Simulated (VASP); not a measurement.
# Cu (P6_3/mmc) in VASP: notebook

The runs below take Cu through single point, with PBE.

All numbers are computed with VASP 6.6.1; they aren't measurements. Logs are shortened: lines on timing, memory, paths and dates and some standing lists are left out, and cuts for length are marked.

## 1. The cell of the first run

The structure is hexagonal, space group P6_3/mmc (No. 194). The conventional cell has a = 2.671 Å, b = 2.671 Å, c = 4.106 Å, α = 90.00°, β = 90.00°, γ = 120.00°. Cu (site symmetry -6m2) has 12 Cu at 2.57 to 2.67 Å within 3.4 Å.

This isn't the form of Cu at room conditions, which is fcc.

## 2. Single point, PBE (12.69 Å³/atom)

Input file INCAR:

```
PREC = Accurate
ENCUT = 520
EDIFF = 1E-7
ISMEAR = 0
SIGMA = 0.15
LREAL = False
LASPH = True
NELM = 100
ALGO = Fast
ISIF = 2
LWAVE = False
LCHARG = False
GGA = PE
NBANDS = 18
```

Input file KPOINTS:

```
regular mesh
0
Gamma
  21 21 12
```

Input file POSCAR:

```
Cu
1.0
    2.6710318382      0.0000000000      0.0000000000
   -1.3355159191      2.3131814262      0.0000000000
    0.0000000000      0.0000000000      4.1064443481
Cu
2
Direct
    0.3333333333      0.6666666667      0.2500000000
    0.6666666667      0.3333333333      0.7500000000
```

Potentials or basis: VASP PAW PBE potentials, release 64 (Cu).

Launch:

```console
cat potpaw_PBE.64/Cu/POTCAR > POTCAR
mpirun -np 1 vasp_std > vasp.out
```

OUTCAR:

```text
PREC = Accurate
   ENCUT = 520
   EDIFF = 1E-7
   ISMEAR = 0
   LREAL = False
   LASPH = True
   NELM = 100
   ISIF = 2
   GGA = PE

 ion  position               nearest neighbor table
   1  0.333  0.667  0.250-   2 2.57   2 2.57   2 2.57   2 2.57   2 2.57   2 2.57
   2  0.667  0.333  0.750-   1 2.57   1 2.57   1 2.57   1 2.57   1 2.57   1 2.57

  LATTYP: Found a hexagonal cell.
 ALAT       =     2.6710318382
 C/A-ratio  =     1.5374000000

  Lattice vectors:

 A1 = (   2.6710318382,   0.0000000000,   0.0000000000)
 A2 = (  -1.3355159191,   2.3131814262,   0.0000000000)
 A3 = (   0.0000000000,   0.0000000000,   4.1064443481)

Analysis of symmetry for initial positions (statically):
=====================================================================
 Subroutine PRICEL returns:
 Original cell was already a primitive cell.

 Routine SETGRP: Setting up the symmetry group for a
 hexagonal supercell.

 Subroutine GETGRP returns: Found 24 space group operations
 (whereof 12 operations were pure point group operations)
 out of a pool of 24 trial point group operations.

The static configuration has the point symmetry D_3d.
 The point group associated with its full space group is D_6h.

Analysis of symmetry for dynamics (positions and initial velocities):
=====================================================================
 Subroutine PRICEL returns:
 Original cell was already a primitive cell.

 Routine SETGRP: Setting up the symmetry group for a
 hexagonal supercell.

 Subroutine GETGRP returns: Found 24 space group operations
 (whereof 12 operations were pure point group operations)
 out of a pool of 24 trial point group operations.

The dynamic configuration has the point symmetry D_3d.
 The point group associated with its full space group is D_6h.

 Subroutine INISYM returns: Found 24 space group operations
 (whereof 12 operations are pure point group operations),
 and found     1 'primitive' translations

----------------------------------------------------------------------------------------

                                     Primitive cell

  volume of cell :      25.3720

  direct lattice vectors                    reciprocal lattice vectors
[... 77 lines left out ...]
 SYSTEM =  unknown system
   PREC   = accura    normal or accurate (medium, high low for compatibility)
   ISTART =      0    job   : 0-new  1-cont  2-samecut
   ICHARG =      2    charge: 1-file 2-atom 10-const
   ISPIN  =      1    spin polarized calculation?
   LNONCOLLINEAR =      F non collinear calculations
   LSORBIT =      F    spin-orbit coupling
   LASPH  =      T    aspherical Exc in radial PAW
   ENCUT  =  520.0 eV  38.22 Ry    6.18 a.u.   4.97  4.97  7.64*2*pi/ulx,y,z
   NELM   =    100;   NELMIN=  2; NELMDL= -5     # of ELM steps
   EDIFF  = 0.1E-06   stopping-criterion for ELM
   LREAL  =      F    real-space projection
   EDIFFG = 0.1E-05   stopping-criterion for IOM
   NSW    =      0    number of steps for IOM
   IBRION =     -1    ionic relax: 0-MD 1-quasi-New 2-CG
   NFREE  =      0    steps in history (QN), initial steepest desc. (CG)
   ISIF   =      2    stress and relaxation
   ISYM   =      2    0-nonsym 1-usesym 2-fastsym
   POTIM  = 0.5000    time-step for ionic-motion
   TEBEG  =    0.0;   TEEND  =   0.0 temperature during run
   PSTRESS=    0.0 pullay stress
   NELECT =      22.0000    total number of electrons
   NUPDOWN=      -1.0000    fix difference up-down
   EMIN   =  10.00;   EMAX   =-10.00  energy-range for DOS
   EFERMI =   0.00;   METHOD = LEGACY
   ISMEAR =     0;   SIGMA  =   0.15  broadening in eV -4-tet -1-fermi 0-gaus
   EFERMI_NEDOS =   21; number of points for ismear=-14 and -15
   IALGO  =     68    algorithm
   IMIX   =      4    mixing-type and parameters
     AMIX     =   0.40;   BMIX     =  1.00
     AMIX_MAG =   1.60;   BMIX_MAG =  1.00
  volume/ion in A,a.u.               =      12.69        85.61
  Fermi-wavevector in a.u.,A,eV,Ry     =   1.561100  2.950052 33.157865  2.437034
  Thomas-Fermi vector in A             =   2.664215
   LORBIT       =      0    0 simple, 1 ext, 2 COOP (PROOUT), +10 PAW based schemes
   GGA     = PE    functional components
   LHFCALC =     F    Hartree Fock is set to
   AEXX    =    0.0000 exact exchange contribution
   IVDW    =     0    specifies the selected vdW correction
   LEPSILON=     F    determine dielectric tensor
   LRPA    =     F    only Hartree local field effects (RPA)
 non-spin polarized calculation
 RMM-DIIS sequential band-by-band and
 Gauss-broadening in eV      SIGMA  =   0.15
  energy-cutoff  :      520.00
  volume of cell :       25.37
 maximum number of plane-waves:       703
 NGX is ok and might be reduce to    20
   NGX =  9   NGY =  9   NGZ = 15

 number of electron      21.9999975 magnetization

 Free energy of the ion-electron system (eV)
  ---------------------------------------------------
  ext. energy  EPLUGINS =         0.00000000
  ---------------------------------------------------
  free energy    TOTEN  =        -7.38651902 eV

  energy without entropy =       -7.37786489  energy(sigma->0) =       -7.38219196

 E-fermi :   6.7085     XC(G=0): -12.3125

 val. band max:        6.7040894755   @ k =   0.1429   0.0000   0.1667
 cond. band min:       6.7196680529   @ k =   0.0476   0.0000   0.0000
 fundamental gap:      0.0155785774
 Fermi energy:         6.7085285663

 k-point     1 :       0.0000    0.0000    0.0000
  band No.  band energies     occupation
      1      -2.0882      2.00000
      2       2.1450      2.00000
      3       3.9672      2.00000
      4       3.9672      2.00000
      5       4.1010      2.00000
      6       4.1944      2.00000
[... 481 lines left out ...]
      5       3.9328      2.00000
      6       4.0626      2.00000
[... 10 lines left out ...]
     17      25.3939      0.00000
     18      27.1359      0.00000

 [... further k-points ...]
[... 5 lines left out ...]
  --------------------------------------------------------------------------------------
  -------------------------------------------------------------------------------------
  Total       -1.3297366     -1.3297366     -0.1233415      0.0000000      0.0000000      0.0000000
  in kB      -83.9694879    -83.9694879     -7.7887032      0.0000000      0.0000000      0.0000000
  external PRESSURE =     -58.5758930 kB  Pullay stress =       0.0000000 kB

 VOLUME and BASIS-vectors are now :
 -----------------------------------------------------------------------------
  energy-cutoff  :      520.00
  volume of cell :       25.37
      direct lattice vectors                 reciprocal lattice vectors
     2.671031838  0.000000000  0.000000000     0.374387151  0.216152522  0.000000000
    -1.335515919  2.313181426  0.000000000     0.000000000  0.432305045  0.000000000
     0.000000000  0.000000000  4.106444348     0.000000000  0.000000000  0.243519677

 POSITION                                       TOTAL-FORCE (eV/Angst)
 -----------------------------------------------------------------------------------
     -0.00000      1.54212      1.02661        -0.000000      0.000000      0.000000
      1.33552      0.77106      3.07983         0.000000     -0.000000      0.000000
 -----------------------------------------------------------------------------------
    total drift:                               -0.000000      0.000000     -0.000000

  FREE ENERGIE OF THE ION-ELECTRON SYSTEM (eV)
  ---------------------------------------------------
  free  energy   TOTEN  =        -7.3865190174 eV

  energy  without entropy=       -7.3778648931  energy(sigma->0) =       -7.38219196
```

OSZICAR:

```text
N       E                     dE             d eps       ncg     rms          rms(c)
DAV:   1     0.124257436538E+03    0.12426E+03   -0.10499E+04 12880   0.214E+03
DAV:   2    -0.301062388082E+01   -0.12727E+03   -0.12090E+03 12138   0.284E+02
DAV:   3    -0.904772807978E+01   -0.60371E+01   -0.58177E+01 13540   0.850E+01
DAV:   4    -0.911267911376E+01   -0.64951E-01   -0.64906E-01 14408   0.945E+00
DAV:   5    -0.911352916151E+01   -0.85005E-03   -0.85002E-03 14956   0.928E-01    0.107E+01
RMM:   6    -0.817818690777E+01    0.93534E+00   -0.11346E+01 14108   0.593E+01    0.670E+00
RMM:   7    -0.740012883214E+01    0.77806E+00   -0.21809E+00 13899   0.273E+01    0.126E+00
RMM:   8    -0.738796854154E+01    0.12160E-01   -0.43293E-02 14468   0.210E+00    0.302E-01
RMM:   9    -0.738628348053E+01    0.16851E-02   -0.10143E-02 14943   0.182E+00    0.340E-02
RMM:  10    -0.738648157891E+01   -0.19810E-03   -0.18786E-03 15079   0.500E-01    0.304E-02
RMM:  11    -0.738651396817E+01   -0.32389E-04   -0.28157E-04 15834   0.160E-01    0.166E-02
RMM:  12    -0.738651898057E+01   -0.50124E-05   -0.48984E-05 16813   0.718E-02    0.698E-03
RMM:  13    -0.738651990636E+01   -0.92579E-06   -0.85287E-06 14888   0.275E-02    0.570E-03
RMM:  14    -0.738651923249E+01    0.67387E-06   -0.10282E-06 13337   0.100E-02    0.227E-03
RMM:  15    -0.738651895677E+01    0.27573E-06   -0.26431E-07  9852   0.786E-03    0.402E-04
RMM:  16    -0.738651901738E+01   -0.60615E-07   -0.67891E-08  8043   0.261E-03
   1 F= -.73865190E+01 E0= -.73821920E+01  d E =-.865412E-02
```

stdout:

```text
POSCAR found type information on POSCAR Cu
 POSCAR found :  1 types and       2 ions
 scaLAPACK will be used
 LDA part: xc-table for (Slater+PW92), standard interpolation
 POSCAR, INCAR and KPOINTS ok, starting setup
 FFT: planning ... GRIDC
 FFT: planning ... GRID_SOFT
 FFT: planning ... GRID
 WAVECAR not read
 entering main loop
WARNING in EDDRMM: call to ZHEGV failed, returncode =   8  4     16
WARNING in EDDRMM: call to ZHEGV failed, returncode =   8  4     15
WARNING in EDDRMM: call to ZHEGV failed, returncode =   6  3     17
 num prob  num prob  num prob WARNING in EDDRMM: call to ZHEGV failed, returncode =   6  3     14
 num prob  num prob  num prob  num prob  num prob  num prob  num prob  num prob  num prob RMM:  15    -0.738651895677E+01    0.27573E-06   -0.26431E-07  9852   0.786E-03    0.402E-04
 num prob  num prob  num prob  num prob  num prob  num prob  num prob  num prob  num prob  num prob  num prob  num prob  num prob  num prob  num prob  num prob  num prob  num prob  num prob  num prob  num prob  num prob  num prob  num prob  num prob  num prob  num prob  num prob  num prob  num prob RMM:  16    -0.738651901738E+01   -0.60615E-07   -0.67891E-08  8043   0.261E-03
```

Wall time 3.2 min (1 thread of Intel Xeon 8259CL, shared host); peak memory 0.24 GiB.

What came out:

| Quantity | Value |
| --- | --- |
| Free energy | -7.3865 eV |
| Pressure | -5.9 GPa |
| Band gap on the k mesh | zero (bands 11 and 12 overlap by 5.45 eV) |

Levels at points of the mesh, in eV from the Fermi level:
```tsv
k point	band 7	band 8	band 9	band 10	band 11	band 12	band 13	band 14	band 15	band 16
(0.00, 0.00, 0.00)	-2.51	-2.44	-2.44	-1.62	-1.62	-0.23	4.27	19.45	19.45	20.01
(0.00, 0.00, 0.50)	-2.84	-2.84	-1.82	-1.82	-1.82	-1.82	13.43	13.43	20.72	20.72
```

Caveat: the stress differs along the axes, from -8 to -1 GPa.

## 3. Single point, PBE (12.69 Å³/atom)

Input file INCAR:

```
SYSTEM = Cu
PREC = Accurate ; ENCUT = 520
EDIFF = 1E-7 ; ISMEAR = 0
SIGMA = 0.15 ; LREAL = .False.
LASPH = .True. ; NELM = 100
ALGO = Fast ; ISIF = 2
LWAVE = .False. ; LCHARG = .False.
GGA = PE ; NBANDS = 18
```

Input file KPOINTS:

```
regular mesh
0
Gamma
  21 21 12
  0 0 0
```

Input file POSCAR:

```
Cu
1.0
    2.5658126111      0.0000000000      0.0000000000
   -1.2829063056      2.2220589026      0.0000000000
    0.0000000000      0.0000000000      4.4501453928
Cu
2
Direct
    0.3333333333      0.6666666667      0.2500000000
    0.6666666667      0.3333333333      0.7500000000
```

Potentials or basis: VASP PAW PBE potentials, release 64 (Cu).

Launch:

```console
cat potpaw_PBE.64/Cu/POTCAR > POTCAR
mpirun -np 1 vasp_std > vasp.out
```

Wall time 3.2 min (1 thread of Intel Xeon 8259CL, shared host); peak memory 0.24 GiB.

The run converged. Its results:

* Free energy: -7.3986 eV
* Pressure: -6.0 GPa
* Band gap on the k mesh: zero (bands 11 and 12 overlap by 6.04 eV)

Stress tensor (GPa, compression positive):
```
 -3.78   0.00   0.00
  0.00  -3.78   0.00
  0.00   0.00 -10.57
```

Levels at points of the mesh, in eV from the Fermi level:
```
           k point  band 7  band 8  band 9  band 10  band 11  band 12  band 13  band 14  band 15  band 16
(0.00, 0.00, 0.00)   -2.66   -2.22   -2.22    -1.69    -1.69    -1.30     2.62    20.92    21.55    21.94
(0.00, 0.00, 0.50)   -2.81   -2.81   -1.88    -1.88    -1.88    -1.88    10.39    10.39    22.18    22.18
```

Caveat: the stress differs along the axes, from -11 to -4 GPa.

The gap in the log of VASP goes by the Fermi energy; the results here count the filled bands.